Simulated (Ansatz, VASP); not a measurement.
**One calculation of MgO, two programs**

INCAR

```
PREC     = Accurate       # precision mode
ENCUT    = 520            # plane-wave cutoff, eV
EDIFF    = 1E-7           # SCF threshold, eV
ISMEAR   = 0              # smearing method
SIGMA    = 0.05           # smearing width, eV
LREAL    = False          # projectors in reciprocal space
LASPH    = True           # aspherical terms in the spheres
NELM     = 80             # most SCF steps
ALGO     = Normal         # electronic algorithm
ISIF     = 2              # what is computed and relaxed
LWAVE    = False          # write WAVECAR
LCHARG   = True           # write CHGCAR
GGA      = PS             # functional
LELF     = True           # ELF
LVHAR    = True         
NBANDS   = 26             # bands
```

The input KPOINTS:

```
regular mesh
0
Gamma
  6 6 6
```

Contents of POSCAR:

```
MgO
1.0
    4.2149416169      0.0000000000      0.0000000000
    0.0000000000     -4.2149416169      0.0000000000
    0.0000000000      0.0000000000     -4.2149416169
Mg O
4 4
Direct
   -0.0533482968      0.0533482968      0.1257431415
    0.5000000000      0.5000000000      0.0000000000
    0.5000000000      0.0000000000      0.5000000000
    0.0000000000      0.5000000000      0.5000000000
    0.5000000000      0.0000000000      0.0000000000
    0.0000000000      0.5000000000      0.0000000000
    0.0000000000      0.0000000000      0.5000000000
    0.5000000000      0.5000000000      0.5000000000
```

Input for Ansatz:

```yaml
crystal:
  lattice:
    - [4.2149416169, 0.0, 0.0]
    - [0.0, -4.2149416169, 0.0]
    - [0.0, 0.0, -4.2149416169]
  atoms:
    - { symbol: Mg, position: [-0.0533482968, 0.0533482968, 0.1257431415] }
    - { symbol: Mg, position: [0.5, 0.5, 0.0] }
    - { symbol: Mg, position: [0.5, 0.0, 0.5] }
    - { symbol: Mg, position: [0.0, 0.5, 0.5] }
    - { symbol: O, position: [0.5, 0.0, 0.0] }
    - { symbol: O, position: [0.0, 0.5, 0.0] }
    - { symbol: O, position: [0.0, 0.0, 0.5] }
    - { symbol: O, position: [0.5, 0.5, 0.5] }
basis:
  ecutwfc: 420
kpoints:
  mp_grid: { grid: [6, 6, 6] }
hamiltonian:
  xc: pbesol
  pseudopotentials: { kind: paw, azcp: { folder: soft_1 } }
scf:
  occupations: { method: gaussian, width: 0.05 }
output:
  forces: true
  stress: true
  eigenvalues: true
```

Alike in both runs: task single point; functional PBEsol; k mesh 6 × 6 × 6; occupations gaussian, width 0.05 eV; no spin polarisation.

```csv
,VASP,Ansatz
version,VASP 6.6.1,Ansatz 0.2.0
potentials or method,"VASP PAW PBE potentials, release 64 (Mg, O), cutoff 520 eV","scalar-relativistic, plane waves, PAW"
valence electrons in the cell,32,64
```

|  | VASP | Ansatz | Ansatz less VASP |
| --- | --- | --- | --- |
| gap on the k mesh at the Fermi level (eV) | 4.47 | 4.47 | +0.002 |
| least direct gap on the mesh (eV) | 4.47 | 4.47 | +0.002 |
| pressure (GPa) | 12.4 | 12.3 | -0.11 |
| traceless stress, the component that is largest in VASP (GPa) | 16.28 | 15.43 | -0.853 |
| rms of the force components (eV/Å) | 2.832 | 2.708 | -0.1238 |

VASP's potentials were made for PBE, not for PBEsol, and Ansatz warns of the same on its side. Atom by atom the forces differ by 0.127 eV/Å (rms over components). With one functional, cell and mesh, what is left measures potentials, basis and numerics. VASP's potentials hold 32 valence electrons a cell and Ansatz's 64, so a difference there can come from the potentials and not from the codes.
